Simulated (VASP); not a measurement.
Runs of VASP 6.6.1 on Mg. The structure is that of space group P6_3/mmc (No. 194), or close to it. The cells are those of the table. 

```tsv
cell	gap on the mesh (eV)	pressure (GPa)
a = 3.142, b = 3.142, c = 5.101 Å, angles 90.0, 90.0, 120.0°, 2 atoms	none	3.2
a = 3.095, b = 3.095, c = 5.026 Å, angles 90.0, 90.0, 120.0°, 2 atoms	none	(a)
a = 3.273, b = 3.273, c = 5.314 Å, angles 90.0, 90.0, 120.0°, 2 atoms	none	-1.4
a = 3.186, b = 3.186, c = 5.174 Å, angles 90.0, 90.0, 120.0°, 2 atoms	none	(b)
a = 3.314, b = 3.314, c = 5.381 Å, angles 90.0, 90.0, 120.0°, 2 atoms	none	-2.4
```

Alike in all rows: task single point; level RPBE; potentials or basis VASP PAW PBE potentials, release 64 (Mg); no spin polarisation; k mesh 18 × 18 × 10; cutoff (eV) 520; smearing fermi-dirac 0.1 eV.

**Question.** Fill in the values left out.

**Answer.** (a) 5.5; (b) 1.4.

Caveats: the PAW data sets were made with another functional, which shifts forces and pressure a little; the cell stands under pressure (at least some runs).

A gap of «none» marks levels without a gap at the run's occupations.
